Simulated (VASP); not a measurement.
Runs of VASP 6.6.1 on TiSn. The structure is that of space group Fm-3m (No. 225), or close to it. The cells are those of the table. 

```csv
task,spin,cell,k mesh,cutoff (eV),gap on the mesh (eV),pressure (GPa)
single point,off,"a = 3.921 Å, angles 60.0°, 2 atoms",6 × 6 × 6,520,none,2.6
single point,off,"a = 3.962 Å, angles 60.0°, 2 atoms",6 × 6 × 6,520,none,(a)
single point,off,"a = 3.961 Å, angles 60.0°, 2 atoms",18 × 18 × 18,520,none,0.0
single point,"collinear, ferromagnetic start","a = 3.962 Å, angles 60.0°, 2 atoms",6 × 6 × 6,520,none,-0.1
relaxation of cell and atoms,off,"relaxed from a = 3.962 Å, angles 60.0°, 2 atoms",18 × 18 × 18,600,none,-0.1
relaxation of cell and atoms,off,"relaxed from a = 3.921 Å, angles 60.0°, 2 atoms",6 × 6 × 6,600,none,0.0
```

Alike in all rows: level PBE; potentials or basis VASP PAW PBE potentials, release 64 (Ti_sv, Sn_d); smearing gaussian 0.1 eV.

Task: Estimate the missing entries.

Result: (a) -0.2.

Caveats: spin-orbit coupling is left out, which moves the levels of the heavy elements; the relaxation stopped at its first step, so nothing moved (some runs).

A k mesh can miss the band edges, and the runs leave out spin-orbit coupling on Sn.

A gap of «none» marks levels without a gap at the run's occupations.
